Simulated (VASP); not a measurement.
# BN in VASP: settings compared, part 2 of 2

VASP 6.6.1. The steps go on from the part before.

### 3 Single point, PBE (uniaxial z strain -5.0%)

Input file INCAR:

```
SYSTEM = BN
PREC = Accurate
ENCUT = 520
EDIFF = 1E-6
ISMEAR = -1
SIGMA = 0.02
LREAL = .False.
LASPH = .True.
NELM = 80
ALGO = Normal
ISIF = 2
LWAVE = .False.
LCHARG = .False.
GGA = PE
NBANDS = 11
```

Input file KPOINTS:

```
regular mesh
0
Gamma
  12 12 12
  0 0 0
```

Input file POSCAR:

```
BN
1.0
    0.0000000000      1.7458259401      1.6585346431
    1.7458259401      0.0000000000      1.6585346431
    1.7458259401      1.7458259401      0.0000000000
B N
1 1
Direct
    0.0000000000      0.0000000000      0.0000000000
    0.5000000000      0.5000000000      0.5000000000
```

Potentials or basis: VASP PAW PBE potentials, release 64 (B, N).

Run with:

```console
> cat potpaw_PBE.64/B/POTCAR potpaw_PBE.64/N/POTCAR > POTCAR
> mpirun -np 1 vasp_std > vasp.out
```

OUTCAR:

```text
SYSTEM = BN
   PREC = Accurate
   ENCUT = 520
   EDIFF = 1E-6
   ISMEAR = -1
   LREAL = .False.
   LASPH = .True.
   NELM = 80
   ISIF = 2
   GGA = PE

 ion  position               nearest neighbor table
   1  0.000  0.000  0.000-   2 1.66   2 1.66   2 1.75   2 1.75   2 1.75   2 1.75
   2  0.500  0.500  0.500-   1 1.66   1 1.66   1 1.75   1 1.75   1 1.75   1 1.75

  LATTYP: Found a body centered tetragonal cell.
 ALAT       =     2.4689707220
 C/A-ratio  =     1.3435028843

  Lattice vectors:

 A1 = (   0.0000000000,  -1.7458259401,  -1.6585346431)
 A2 = (   0.0000000000,   1.7458259401,  -1.6585346431)
 A3 = (   1.7458259401,   0.0000000000,   1.6585346431)

Analysis of symmetry for initial positions (statically):
=====================================================================
 Subroutine PRICEL returns:
 Original cell was already a primitive cell.

 Routine SETGRP: Setting up the symmetry group for a
 body centered tetragonal supercell.

 Subroutine GETGRP returns: Found 16 space group operations
 (whereof 16 operations were pure point group operations)
 out of a pool of 16 trial point group operations.

The static configuration has the point symmetry D_4h.
[... 165 lines left out ...]
 fundamental gap:      0.8329131733
 Fermi energy:        11.5791042440

 k-point     1 :       0.0000    0.0000    0.0000
  band No.  band energies     occupation
      1     -12.0858      2.00000
      2       9.3961      2.00000
      3      10.6618      2.00000
      4      10.6618      2.00000
      5      21.4980      0.00000
      6      22.8157      0.00000
      7      22.8157      0.00000
      8      25.8202      0.00000
      9      29.8014      0.00000
     10      29.8014      0.00000
     11      30.6287      0.00000
[... 309 lines left out ...]
 k-point    24 :      -0.4167    0.1667    0.0000
  band No.  band energies     occupation
      1      -6.0984      2.00000
      2      -1.0998      2.00000
      3       6.8825      2.00000
      4       8.7310      2.00000
      5      15.8000      0.00000
      6      18.3467      0.00000
      7      22.2001      0.00000
      8      27.0938      0.00000
      9      32.9671      0.00000
     10      36.1164      0.00000
     11      40.7423      0.00000

 [... further k-points ...]
[... 5 lines left out ...]
  --------------------------------------------------------------------------------------
  -------------------------------------------------------------------------------------
  Total        1.3901015      1.3901015      2.5574326      0.0000000      0.0000000      0.0000000
  in kB      220.2929779    220.2929779    405.2829685      0.0000000      0.0000000      0.0000000
  external PRESSURE =     281.9563081 kB  Pullay stress =       0.0000000 kB

 VOLUME and BASIS-vectors are now :
 -----------------------------------------------------------------------------
  energy-cutoff  :      520.00
  volume of cell :       10.11
      direct lattice vectors                 reciprocal lattice vectors
     0.000000000  1.745825940  1.658534643    -0.286397394  0.286397394  0.301470941
     1.745825940  0.000000000  1.658534643     0.286397394 -0.286397394  0.301470941
     1.745825940  1.745825940  0.000000000     0.286397394  0.286397394 -0.301470941

 POSITION                                       TOTAL-FORCE (eV/Angst)
 -----------------------------------------------------------------------------------
      0.00000      0.00000      0.00000        -0.000000      0.000000     -0.000000
      1.74583      1.74583      1.65853         0.000000     -0.000000      0.000000
 -----------------------------------------------------------------------------------
    total drift:                               -0.000000     -0.000000     -0.000000

  FREE ENERGIE OF THE ION-ELECTRON SYSTEM (eV)
  ---------------------------------------------------
  free  energy   TOTEN  =       -13.8748667036 eV

  energy  without entropy=      -13.8748667035  energy(sigma->0) =      -13.87486670
```

OSZICAR:

```text
N       E                     dE             d eps       ncg     rms          rms(c)
DAV:   1     0.117928618169E+02    0.11793E+02   -0.50635E+03  3704   0.741E+02
DAV:   2    -0.142443027740E+02   -0.26037E+02   -0.24656E+02  4192   0.159E+02
DAV:   3    -0.147355947680E+02   -0.49129E+00   -0.49041E+00  4254   0.183E+01
DAV:   4    -0.147359937087E+02   -0.39894E-03   -0.39893E-03  3985   0.589E-01
DAV:   5    -0.147359938909E+02   -0.18225E-06   -0.18223E-06  4204   0.128E-02    0.654E+00
DAV:   6    -0.138707716903E+02    0.86522E+00   -0.39908E+00  3907   0.107E+01    0.255E+00
DAV:   7    -0.138718038567E+02   -0.10322E-02   -0.93822E-02  4015   0.251E+00    0.167E+00
DAV:   8    -0.138751342996E+02   -0.33304E-02   -0.82492E-03  3820   0.684E-01    0.274E-01
DAV:   9    -0.138748595043E+02    0.27480E-03   -0.11171E-03  3934   0.185E-01    0.666E-02
DAV:  10    -0.138748663519E+02   -0.68476E-05   -0.32497E-05  3946   0.491E-02    0.424E-03
DAV:  11    -0.138748667036E+02   -0.35164E-06   -0.41848E-07  2578   0.590E-03
   1 F= -.13874867E+02 E0= -.13874867E+02  d E =-.134471E-10
```

It took 14 s on 1 thread of Intel Xeon Platinum 8259CL at 2.50GHz (Skylake/Cascade Lake), shared host; peak memory 0.13 GiB.

What came out:

```
Free energy            : -13.8749 eV
Pressure               : 28.2 GPa
Band gap on the k mesh : 0.83 eV (least direct gap 5.48 eV)
```

Stress tensor (GPa, compression positive):
```
22.03  0.00  0.00
 0.00 22.03  0.00
 0.00  0.00 40.53
```

Caveat: the cell differs from its parent crystal (uniaxial z strain -5.0%); the cell stands under pressure. A k mesh can miss the band edges.

### 4 Single point, PBE (strain along [111] -2.0%)

Input file INCAR:

```
PREC = Accurate ; ENCUT = 520
EDIFF = 1E-6 ; ISMEAR = -1
SIGMA = 0.02 ; LREAL = F
LASPH = T ; NELM = 60
ALGO = Normal ; ISIF = 2
LWAVE = F ; LCHARG = F
GGA = PE ; NBANDS = 11
```

Input file KPOINTS:

```
regular mesh
0
Gamma
  12 12 12
```

Input file POSCAR:

```
BN
1.0
   -0.0232776792      1.7225482609      1.7225482609
    1.7225482609     -0.0232776792      1.7225482609
    1.7225482609      1.7225482609     -0.0232776792
B N
1 1
Direct
    0.0000000000      0.0000000000      0.0000000000
    0.5000000000      0.5000000000      0.5000000000
```

Run with:

```console
> cat potpaw_PBE.64/B/POTCAR potpaw_PBE.64/N/POTCAR > POTCAR
> mpirun -np 1 vasp_std > vasp.out
```

Wall time 16 s (1 thread of Intel Xeon Platinum 8259CL at 2.50GHz (Skylake/Cascade Lake), shared host); peak memory 0.13 GiB.

The run converged. Its results:

| Property | Result |
| --- | --- |
| Free energy | -13.9219 eV |
| Pressure | 12.3 GPa |
| Band gap on the k mesh | 1.23 eV (least direct gap 5.75 eV) |

Stress tensor (GPa, compression positive):
```
12.31  8.68  8.68
 8.68 12.31  8.68
 8.68  8.68 12.31
```

Levels at points of the mesh, in eV from the valence-band top:
```csv
k point,band 1,band 2,band 3,band 4,band 5,band 6,band 7,band 8,band 9
"(0.00, 0.00, 0.00)",-22.95,-1.22,-1.22,-0.74,9.46,12.04,12.19,12.19,18.24
"(0.50, 0.00, 0.00)",-17.72,-13.02,-0.85,-0.66,5.09,5.26,7.46,13.97,22.80
"(0.50, 0.50, 0.00)",-14.73,-12.30,-6.12,-5.71,1.23,8.65,14.69,14.81,16.45
"(0.50, 0.50, 0.50)",-17.47,-12.76,-1.01,-1.01,4.84,4.84,6.89,13.75,22.82
```

Caveat: the cell differs from its parent crystal (strain along [111] -2.0%); the cell stands under pressure.

### 5 The runs side by side

| level | cell | k mesh | smearing | grid for exact exchange (PRECFOCK) | share of exact exchange | screening parameter | gap on the mesh (eV) | pressure (GPa) |
| --- | --- | --- | --- | --- | --- | --- | --- | --- |
| HSE06 | a = 2.478 Å, angles 60.4°, 2 atoms | 8 × 8 × 8 | gaussian 0.01 eV | Normal | 0.25 | 0.2079 1/Å | 2.09 | -16.0 |
| PBE | a = 2.408, b = 2.408, c = 2.469 Å, angles 59.2, 59.2, 61.7°, 2 atoms | 12 × 12 × 12 | fermi-dirac 0.02 eV | - | - | - | 0.83 | 28.2 |
| PBE | a = 2.436 Å, angles 60.9°, 2 atoms | 12 × 12 × 12 | fermi-dirac 0.02 eV | - | - | - | 1.23 | 12.3 |

Alike in all rows: task single point; potentials or basis VASP PAW PBE potentials, release 64 (B, N); no spin polarisation; cutoff (eV) 520.

Caveats: the cell stands under pressure (at least some runs); the cell stands under tension (at least some runs); the PAW data sets were made with another functional, which shifts forces and pressure a little (at least some runs).

Absolute energies hang on the potentials; compare differences alone.
